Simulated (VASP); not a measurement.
# SnO in VASP: single point with PBE+D3(BJ)

Aim: the single point of SnO with PBE+D3(BJ).

Everything below comes from runs of VASP 6.6.1. Logs are shortened: lines on timing, memory, paths and dates and some standing lists are left out, and cuts for length are marked.

### 1 The cell of the first run

The cell holds a slab with vacuum, 4 atoms: a = 3.836 Å, b = 3.836 Å, c = 30.632 Å, α = 90.00°, β = 90.00°, γ = 90.00°.

### 2 Single point, PBE+D3(BJ), collinear spin, ferromagnetic start

INCAR

```
SYSTEM = SnO
  PREC = Accurate
  ENCUT = 520
  EDIFF = 1E-6
  ISMEAR = 0
  SIGMA = 0.02
  LREAL = .FALSE.
  LASPH = .TRUE.
  NELM = 150
  ALGO = Normal
  ISIF = 2
  LWAVE = .FALSE.
  LCHARG = .FALSE.
  ISPIN = 2
  MAGMOM = 3 2 2 1
  LORBIT = 11
  LDIPOL = .TRUE.
  IDIPOL = 3
  DIPOL = 0.5 0.5 0.500
  GGA = PE
  IVDW = 12
  NBANDS = 32
```

KPOINTS

```
Automatic mesh
0
Gamma
  6 6 1
  0.5 0.5 0
```

POSCAR

```
SnO
1.0
    3.8363720732      0.0000000000      0.0000000000
    0.0000000000      3.8363720732      0.0000000000
    0.0000000000      0.0000000000     30.6319094627
Sn O
2 2
Direct
    0.5000000000      0.0000000000      0.4621970231
    0.0000000000      0.5000000000      0.5378029769
    0.0000000000      0.0000000000      0.5000000000
    0.5000000000      0.5000000000      0.5000000000
```

Potentials or basis: VASP PAW PBE potentials, release 64 (Sn_d, O).

Run with:

```sh
$ cat potpaw_PBE.64/Sn_d/POTCAR potpaw_PBE.64/O/POTCAR > POTCAR
$ mpirun -np 1 vasp_std > vasp.out
```

OUTCAR:

```text
SYSTEM = SnO
   PREC = Accurate
   ENCUT = 520
   EDIFF = 1E-6
   ISMEAR = 0
   LREAL = .FALSE.
   LASPH = .TRUE.
   NELM = 150
   ISIF = 2
   ISPIN = 2
   LORBIT = 11
   GGA = PE
   IVDW = 12
 IVDW          = 12

 ion  position               nearest neighbor table
   1  0.500  0.000  0.462-   3 2.24   4 2.24   4 2.24   3 2.24   2 3.57   2 3.57   2 3.57   2 3.57

   2  0.000  0.500  0.538-   3 2.24   4 2.24   3 2.24   4 2.24   1 3.57   1 3.57   1 3.57   1 3.57

   3  0.000  0.000  0.500-   1 2.24   2 2.24   2 2.24   1 2.24
   4  0.500  0.500  0.500-   1 2.24   2 2.24   1 2.24   2 2.24

  LATTYP: Found a simple tetragonal cell.
 ALAT       =     3.8363720732
 C/A-ratio  =     7.9846033904

  Lattice vectors:

 A1 = (   3.8363720732,   0.0000000000,   0.0000000000)
 A2 = (   0.0000000000,   3.8363720732,   0.0000000000)
 A3 = (   0.0000000000,   0.0000000000,  30.6319094627)

Analysis of symmetry for initial positions (statically):
=====================================================================
 Subroutine PRICEL returns:
 Original cell was already a primitive cell.

 Routine SETGRP: Setting up the symmetry group for a
 simple tetragonal supercell.

 Subroutine GETGRP returns: Found 16 space group operations
 (whereof  8 operations were pure point group operations)
 out of a pool of 16 trial point group operations.

The static configuration has the point symmetry D_2d.
 The point group associated with its full space group is D_4h.

Analysis of symmetry for dynamics (positions and initial velocities):
=====================================================================
 Subroutine PRICEL returns:
 Original cell was already a primitive cell.

 Routine SETGRP: Setting up the symmetry group for a
 simple tetragonal supercell.

 Subroutine GETGRP returns: Found 16 space group operations
 (whereof  8 operations were pure point group operations)
 out of a pool of 16 trial point group operations.

The dynamic configuration has the point symmetry D_2d.
 The point group associated with its full space group is D_4h.

Analysis of structural, dynamic, and magnetic symmetry:
=====================================================================
 Subroutine PRICEL returns:
 Original cell was already a primitive cell.

 Routine SETGRP: Setting up the symmetry group for a
 simple tetragonal supercell.

 Subroutine GETGRP returns: Found  4 space group operations
 (whereof  4 operations were pure point group operations)
 out of a pool of 16 trial point group operations.

The overall configuration has the point symmetry C_2v.

 Subroutine INISYM returns: Found  4 space group operations
 (whereof  4 operations are pure point group operations),
 and found     1 'primitive' translations

----------------------------------------------------------------------------------------

                                     Primitive cell

  volume of cell :     450.8328

  direct lattice vectors                    reciprocal lattice vectors
     3.836372073  0.000000000  0.000000000     0.260662934  0.000000000  0.000000000
     0.000000000  3.836372073  0.000000000     0.000000000  0.260662934  0.000000000
     0.000000000  0.000000000 30.631909463     0.000000000  0.000000000  0.032645696

  length of vectors
     3.836372073  3.836372073 30.631909463     0.260662934  0.260662934  0.032645696

  position of ions in fractional coordinates (direct lattice)
     0.500000000  0.000000000  0.462197023
     0.000000000  0.500000000  0.537802977
     0.000000000  0.000000000  0.500000000
     0.500000000  0.500000000  0.500000000

  ion indices of the primitive-cell ions
   primitive index   ion index
                 1           1
                 2           2
                 3           3
                 4           4

----------------------------------------------------------------------------------------

 KPOINTS: Automatic mesh

Automatic generation of k-mesh.
 Grid dimensions read from file:
 generate k-points for:    6    6    1

 Generating k-lattice:

  Cartesian coordinates                     Fractional coordinates (reciprocal lattice)
     0.043443822  0.000000000  0.000000000     0.166666667  0.000000000  0.000000000
     0.000000000  0.043443822  0.000000000     0.000000000  0.166666667  0.000000000
     0.000000000  0.000000000  0.032645696     0.000000000  0.000000000  1.000000000

  Length of vectors
     0.043443822  0.043443822  0.032645696

  Shift w.r.t. Gamma in fractional coordinates (k-lattice)
     0.500000000  0.500000000  0.000000000

 Subroutine IBZKPT returns following result:
 ===========================================

 Found      9 irreducible k-points:

 Following reciprocal coordinates:
            Coordinates               Weight
  0.083333  0.083333  0.000000      4.000000
  0.250000  0.083333  0.000000      4.000000
 -0.083333  0.250000  0.000000      4.000000
  0.416667  0.083333  0.000000      4.000000
 -0.083333  0.416667  0.000000      4.000000
  0.250000  0.250000  0.000000      4.000000
  0.416667  0.250000  0.000000      4.000000
 -0.250000  0.416667  0.000000      4.000000
  0.416667  0.416667  0.000000      4.000000
   k-points           NKPTS =      9   k-points in BZ     NKDIM =      9   number of bands    NBANDS=     32
   number of dos      NEDOS =    301   number of ions     NIONS =      4
   total plane-waves  NPLWV = 216000
   dimension x,y,z NGX =    30 NGY =   30 NGZ =  240
   dimension x,y,z NGXF=    60 NGYF=   60 NGZF=  480
   ions per type =               2   2
   NGX,Y,Z   is equivalent  to a cutoff of  13.00, 13.00, 13.03 a.u.
   NGXF,Y,Z  is equivalent  to a cutoff of  26.00, 26.00, 26.05 a.u.
 SYSTEM =  SnO
   PREC   = accura    normal or accurate (medium, high low for compatibility)
   ISTART =      0    job   : 0-new  1-cont  2-samecut
   ICHARG =      2    charge: 1-file 2-atom 10-const
   ISPIN  =      2    spin polarized calculation?
   LNONCOLLINEAR =      F non collinear calculations
   LSORBIT =      F    spin-orbit coupling
   LASPH  =      T    aspherical Exc in radial PAW
   ENCUT  =  520.0 eV  38.22 Ry    6.18 a.u.   7.13  7.13 56.96*2*pi/ulx,y,z
   NELM   =    150;   NELMIN=  2; NELMDL= -5     # of ELM steps
   EDIFF  = 0.1E-05   stopping-criterion for ELM
   LREAL  =      F    real-space projection
[... 7 lines left out ...]
   TEBEG  =    0.0;   TEEND  =   0.0 temperature during run
   PSTRESS=    0.0 pullay stress
   NELECT =      40.0000    total number of electrons
   NUPDOWN=      -1.0000    fix difference up-down
   EMIN   =  10.00;   EMAX   =-10.00  energy-range for DOS
   EFERMI =   0.00;   METHOD = LEGACY
   ISMEAR =     0;   SIGMA  =   0.02  broadening in eV -4-tet -1-fermi 0-gaus
   EFERMI_NEDOS =   21; number of points for ismear=-14 and -15
   IALGO  =     38    algorithm
   IMIX   =      4    mixing-type and parameters
     AMIX     =   0.40;   BMIX     =  1.00
     AMIX_MAG =   1.60;   BMIX_MAG =  1.00
  volume/ion in A,a.u.               =     112.71       760.59
  Fermi-wavevector in a.u.,A,eV,Ry     =   0.730168  1.379818  7.253889  0.533146
  Thomas-Fermi vector in A             =   1.822071
   LORBIT       =     11    0 simple, 1 ext, 2 COOP (PROOUT), +10 PAW based schemes
   GGA     = PE    functional components
   LHFCALC =     F    Hartree Fock is set to
   AEXX    =    0.0000 exact exchange contribution
   IVDW    =    12    specifies the selected vdW correction
   LEPSILON=     F    determine dielectric tensor
   LRPA    =     F    only Hartree local field effects (RPA)
 spin polarized calculation
 Gauss-broadening in eV      SIGMA  =   0.02
  energy-cutoff  :      520.00
  volume of cell :      450.83
 maximum number of plane-waves:     12166
 NGX is ok and might be reduce to    30
   NGX = 15   NGY = 15   NGZ =113

 dipolmoment           0.000000      0.000000     -0.000014 electrons x Angstroem

 number of electron      40.0000024 magnetization       0.0000031

 number of electron      40.0000024 magnetization      -0.0000019

 dipolmoment           0.000000      0.000000      0.000001 electrons x Angstroem

 Free energy of the ion-electron system (eV)
  ---------------------------------------------------
  ext. energy  EPLUGINS =         0.00000000
  ---------------------------------------------------
  free energy    TOTEN  =       -22.57069134 eV

  energy without entropy =      -22.57069134  energy(sigma->0) =      -22.57069134

 E-fermi :  -3.5027     XC(G=0):  -2.0705

 val. band max:       -3.5988985047   @ k =   0.2500   0.0833   0.0000
 cond. band min:      -0.5410309773   @ k =   0.4167   0.4167   0.0000
 fundamental gap:      3.0578675274
 Fermi energy:        -3.5027406591

 spin component 1

 k-point     1 :       0.0833    0.0833    0.0000
  band No.  band energies     occupation
      1     -24.2496      1.00000
      2     -23.8607      1.00000
      3     -23.8392      1.00000
      4     -23.8370      1.00000
      5     -23.8287      1.00000
      6     -23.8064      1.00000
[... 24 lines left out ...]
     31       3.3705      0.00000
     32       3.5602      0.00000

 k-point     2 :       0.2500    0.0833    0.0000
  band No.  band energies     occupation
      1     -24.2266      1.00000
      2     -23.9574      1.00000
      3     -23.8414      1.00000
      4     -23.8386      1.00000
      5     -23.8313      1.00000
      6     -23.8200      1.00000
[... 24 lines left out ...]
     31       3.6030      0.00000
     32       3.9676      0.00000
[... 208 lines left out ...]
     31       4.7563      0.00000
     32       4.9690      0.00000

 k-point     9 :       0.4167    0.4167    0.0000
  band No.  band energies     occupation
      1     -24.1907      1.00000
      2     -24.1707      1.00000
      3     -23.8338      1.00000
      4     -23.8325      1.00000
      5     -23.8064      1.00000
      6     -23.8043      1.00000
[... 24 lines left out ...]
     31       5.4603      0.00000
     32       5.7495      0.00000
 Fermi energy:        -3.5027406591

 spin component 2

 k-point     1 :       0.0833    0.0833    0.0000
  band No.  band energies     occupation
      1     -24.2496      1.00000
      2     -23.8607      1.00000
      3     -23.8392      1.00000
      4     -23.8370      1.00000
      5     -23.8287      1.00000
      6     -23.8064      1.00000
[... 24 lines left out ...]
     31       3.3679      0.00000
     32       3.5598      0.00000

 k-point     2 :       0.2500    0.0833    0.0000
  band No.  band energies     occupation
      1     -24.2266      1.00000
      2     -23.9574      1.00000
      3     -23.8414      1.00000
      4     -23.8386      1.00000
      5     -23.8313      1.00000
      6     -23.8200      1.00000
[... 24 lines left out ...]
     31       3.6029      0.00000
     32       3.9647      0.00000
[... 208 lines left out ...]
     31       4.7559      0.00000
     32       4.9743      0.00000

 k-point     9 :       0.4167    0.4167    0.0000
  band No.  band energies     occupation
      1     -24.1907      1.00000
      2     -24.1707      1.00000
      3     -23.8338      1.00000
      4     -23.8325      1.00000
      5     -23.8064      1.00000
      6     -23.8043      1.00000
[... 24 lines left out ...]
     31       5.4773      0.00000
     32       5.7468      0.00000

------------------------ aborting loop because EDIFF is reached ----------------------------------------

 vacuum level on the upper side and lower side of the slab       (xc-potential included)        -0.035        -0.037

 Edisp (eV)   -0.54555

 E8    (eV) :    -0.2468

  FORCE on cell =-STRESS in cart. coord.  units (eV):
  Direction    XX          YY          ZZ          XY          YZ          ZX
  --------------------------------------------------------------------------------------
  -------------------------------------------------------------------------------------
  Total       0.25259     0.25259     0.92291     0.00000     0.00000     0.00000
  in kB       0.89765     0.89765     3.27987     0.00000     0.00000     0.00000
  external pressure =        1.69 kB  Pullay stress =        0.00 kB

 VOLUME and BASIS-vectors are now :
 -----------------------------------------------------------------------------
  energy-cutoff  :      520.00
  volume of cell :      450.83
      direct lattice vectors                 reciprocal lattice vectors
     3.836372073  0.000000000  0.000000000     0.260662934  0.000000000  0.000000000
     0.000000000  3.836372073  0.000000000     0.000000000  0.260662934  0.000000000
     0.000000000  0.000000000 30.631909463     0.000000000  0.000000000  0.032645696

 POSITION                                       TOTAL-FORCE (eV/Angst)
 -----------------------------------------------------------------------------------
      1.91819      0.00000     14.15798         0.000000      0.000000     -0.427228
      0.00000      1.91819     16.47393         0.000000      0.000000      0.427239
      0.00000      0.00000     15.31595         0.000000      0.000000     -0.000005
      1.91819      1.91819     15.31595         0.000000      0.000000     -0.000007
 -----------------------------------------------------------------------------------
    total drift:                                0.000000      0.000000      0.000012

  FREE ENERGIE OF THE ION-ELECTRON SYSTEM (eV)
  ---------------------------------------------------
  free  energy   TOTEN  =       -23.1162374931 eV

  energy  without entropy=      -23.1162374931  energy(sigma->0) =      -23.11623749

 vacuum level on the upper side and lower side of the slab         1.783         1.783

 total charge

# of ion       s       p       d       tot
------------------------------------------
    1        1.283   0.765  10.058  12.105
    2        1.283   0.765  10.058  12.105
    3        1.576   3.434   0.000   5.010
    4        1.576   3.434   0.000   5.010
--------------------------------------------------
tot          5.718   8.398  20.115  34.231

 magnetization (x)

# of ion       s       p       d       tot
------------------------------------------
    1        0.000  -0.000   0.000   0.000
    2       -0.000  -0.000   0.000  -0.000
    3        0.000   0.000   0.000   0.000
    4       -0.000   0.000   0.000  -0.000
--------------------------------------------------
tot          0.000   0.000   0.000   0.000
```

It took 6.2 min on 1 thread of AMD EPYC 9R45 (Zen 5), shared host; peak memory 0.75 GiB.

What came out:

```yaml
Free_energy: -23.1162 eV
Largest_force: 0.427 eV/Å
Band_gap_on_the_k_mesh: 3.06 eV (least direct gap 3.28 eV)
Net_moment: 0.00 μB per cell
Valence_electrons_inside_the_program's_atomic_spheres: Sn 12.11; O 5.01
Dispersion_energy_per_atom: -0.136 eV
```

Forces in eV/Å, atoms in the order of the input:
```
Sn   0.000  0.000 -0.427
Sn   0.000  0.000  0.427
O    0.000  0.000  0.000
O    0.000  0.000  0.000
```

Levels at points of the mesh, in eV from the valence-band top:
Spin up:
```csv
k point,band 17,band 18,band 19,band 20,band 21,band 22,band 23,band 24
"(0.08, 0.08, 0.00)",-2.36,-1.93,-1.76,-0.01,3.27,3.32,5.03,5.33
```
Spin down:
| k point | band 18 | band 19 | band 20 | band 21 | band 22 | band 23 |
| --- | --- | --- | --- | --- | --- | --- |
| (0.08, 0.08, 0.00) | -1.93 | -1.76 | -0.01 | 3.27 | 3.32 | 5.03 |

Caveat: spin-orbit coupling is left out, which moves the levels of the heavy elements.
